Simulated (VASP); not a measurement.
## Y: elastic constants with LDA

Crystal: Y.

```
CELL_PARAMETERS angstrom
3.32324 0.00000 0.00000
-1.66162 2.87801 0.00000
0.00000 0.00000 5.26937
ATOMIC_POSITIONS crystal
Y 0.33333 0.66667 0.25000
Y 0.66667 0.33333 0.75000
```

```
Program                   : VASP 6.6.1
Task                      : elastic constants
Functional                : LDA
Potentials or basis       : VASP PAW LDA potentials, release 64 (Y_sv)
Cutoff                    : 600 eV
k mesh                    : 16 × 16 × 8
Occupations               : fermi-dirac, width 0.1 eV
Spin                      : no spin polarisation
Dipole correction         : no
Ions in elastic constants : relaxed
Further INCAR settings    : ALGO = Normal; EDIFF = 1e-08; IBRION = 6; POTIM = 0.015; NSW = 1; ISIF = 3
```

- Voigt bulk modulus: 62 GPa
- Highest phonon frequency at Γ: 174 cm⁻¹

Phonon frequencies in cm⁻¹ (negative: imaginary):
```csv
q point,frequencies
"(0.000, 0.000, 0.000)",0 0 0 78 78 174
```

Elastic tensor in Voigt notation (GPa, in the Cartesian axes of the cell as first typed):
```
100  37  42   0   0   0
 37 100  42   0   0   0
 42  42 117   0   0   0
  0   0   0  25   0   0
  0   0   0   0  25   0
  0   0   0   0   0  31
```

Clamped-ion elastic tensor (GPa):
```
108  29  42   0   0   0
 29 108  42   0   0   0
 42  42 117   0   0   0
  0   0   0  25   0   0
  0   0   0   0  25   0
  0   0   0   0   0  40
```

Wall time 19 min on 4 MPI ranks on Intel(R) Xeon(R) 6975P-C (Granite Rapids), with other jobs on the host, peak memory 0.96 GiB a rank.

Caveat: the cell is under stress, which shifts elastic constants.
